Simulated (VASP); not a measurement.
Input of a VASP 6.6.1 run:

The input INCAR:

```
SYSTEM = Si3N4
PREC     = Accurate       ! precision mode
ENCUT    = 520            ! plane-wave cutoff, eV
EDIFF    = 1E-6           ! SCF threshold, eV
ISMEAR   = -1             ! smearing method
SIGMA    = 0.02           ! smearing width, eV
LREAL    = .False.        ! projectors in reciprocal space
LASPH    = .True.         ! aspherical terms in the spheres
NELM     = 100            ! most SCF steps
ALGO     = Normal         ! electronic algorithm
ISIF     = 2              ! what is computed and relaxed
LWAVE    = .False.        ! write WAVECAR
LCHARG   = .False.        ! write CHGCAR
GGA      = PE             ! functional
IBRION   = 2              ! ionic algorithm
NSW      = 80             ! ionic steps
EDIFFG   = -0.02          ! ionic threshold
```

Contents of KPOINTS:

```
regular mesh
0
Gamma
  4 4 9
  0 0 0
```

POSCAR

```
Si3N4
1.0
    7.6272000000      0.0000000000      0.0000000000
   -3.8136000000      6.6053489597      0.0000000000
    0.0000000000      0.0000000000      2.9182000000
Si N
6 8
Direct
    0.1842000000      0.7704000000      0.2500000000
    0.4138000000      0.1842000000      0.7500000000
    0.2296000000      0.4138000000      0.2500000000
    0.8158000000      0.2296000000      0.7500000000
    0.5862000000      0.8158000000      0.2500000000
    0.7704000000      0.5862000000      0.7500000000
    0.3333333333      0.6666666667      0.2500000000
    0.6666666667      0.3333333333      0.7500000000
    0.3399000000      0.0357000000      0.2500000000
    0.3042000000      0.3399000000      0.7500000000
    0.9643000000      0.3042000000      0.2500000000
    0.6601000000      0.9643000000      0.7500000000
    0.6958000000      0.6601000000      0.2500000000
    0.0357000000      0.6958000000      0.7500000000
```

Potentials or basis: VASP PAW PBE potentials, release 64 (Si, N).

Run with:

```console
$ cat potpaw_PBE.64/Si/POTCAR potpaw_PBE.64/N/POTCAR > POTCAR
$ mpirun -np 1 vasp_std > vasp.out
```

Task: Predict the band gap on the k mesh.

Result: 4.29 eV (least direct gap 4.47 eV).

Task: Estimate the energy gained by relaxing.

Result: 31.9 meV/atom.

Stress tensor (GPa, compression positive):
```
2.89 0.00 0.00
0.00 2.89 0.00
0.00 0.00 2.21
```

A k mesh can miss the band edges.
